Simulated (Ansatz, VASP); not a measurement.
## Cd3HgS4: VASP beside Ansatz

The input INCAR:

```
PREC = Accurate
ENCUT = 520
EDIFF = 1E-7
ISMEAR = 0
SIGMA = 0.01
LREAL = F
LASPH = T
NELM = 60
ALGO = Normal
ISIF = 2
LWAVE = F
LCHARG = F
GGA = PE
NBANDS = 46
```

KPOINTS

```
regular mesh
0
Gamma
  6 6 6
```

The input POSCAR:

```
Cd3HgS4
1.0
   -2.9452541552      2.9452541552      5.8912555200
    2.9452541552     -2.9452541552      5.8912555200
    2.9452541552      2.9452541552     -5.8912555200
Cd S Hg
3 4 1
Direct
    0.7500000000      0.2500000000      0.5000000000
    0.5000000000      0.5000000000      0.0000000000
    0.2500000000      0.7500000000      0.5000000000
    0.1260023273      0.6221842884      0.0000000000
    0.8739976727      0.8739976727      0.4961819611
    0.6221842884      0.1260023273      0.0000000000
    0.3778157116      0.3778157116      0.5038180389
    0.0000000000      0.0000000000      0.0000000000
```

Input for Ansatz:

```yaml
crystal:
  lattice:
    - [-2.9452541552, 2.9452541552, 5.89125552]
    - [2.9452541552, -2.9452541552, 5.89125552]
    - [2.9452541552, 2.9452541552, -5.89125552]
  atoms:
    - { symbol: Cd, position: [0.75, 0.25, 0.5] }
    - { symbol: S, position: [0.1260023273, 0.6221842884, 0.0] }
    - { symbol: Cd, position: [0.5, 0.5, 0.0] }
    - { symbol: S, position: [0.8739976727, 0.8739976727, 0.4961819611] }
    - { symbol: Cd, position: [0.25, 0.75, 0.5] }
    - { symbol: S, position: [0.6221842884, 0.1260023273, 0.0] }
    - { symbol: Hg, position: [0.0, 0.0, 0.0] }
    - { symbol: S, position: [0.3778157116, 0.3778157116, 0.5038180389] }
kpoints:
  mp_grid: { grid: [6, 6, 6] }
  band_path:
    path:
      - [0.0, 0.0, 0.0]
      - [0.0, 0.0, 0.5]
      - [0.25, 0.25, 0.25]
      - [0.0, 0.5, 0.0]
      - [0.5, 0.5, -0.5]
      - [0.3124841468, 0.6875158532, -0.3124841468]
      - [-0.3124841468, 0.3124841468, 0.3124841468]
      - [-0.1249682936, 0.1249682936, 0.5]
      - [0.5, 0.5, -0.1249682936]
    npoints: 1
hamiltonian:
  xc: pbe
scf:
  occupations: { method: fixed }
  n_extra_bands: 6
output:
  forces: true
  stress: true
  eigenvalues: true
```

Alike in both runs: task single point; functional PBE; k mesh 6 × 6 × 6; no spin polarisation.

|  | VASP | Ansatz |
| --- | --- | --- |
| version | VASP 6.6.1 | Ansatz 0.2.0 |
| potentials or method | VASP PAW PBE potentials, release 64 (Cd, S, Hg) | plane waves, PAW |
| plane-wave cutoff (eV) | 520 | 420 |
| occupations | gaussian, width 0.01 eV | fixed |
| valence electrons in the cell | 72 | 104 |

|  | VASP | Ansatz | Ansatz less VASP |
| --- | --- | --- | --- |
| gap on the k mesh at the Fermi level (eV) | 0.68 | 0.68 | -0.002 |
| pressure (GPa) | 1.8 | 1.5 | -0.32 |
| rms of the force components (eV/Å) | 0.004 | 0.005 | +0.0007 |

VASP's potentials hold 72 valence electrons a cell and Ansatz's 104, so a difference there can come from the potentials and not from the codes.

Neither program's run includes spin-orbit coupling.
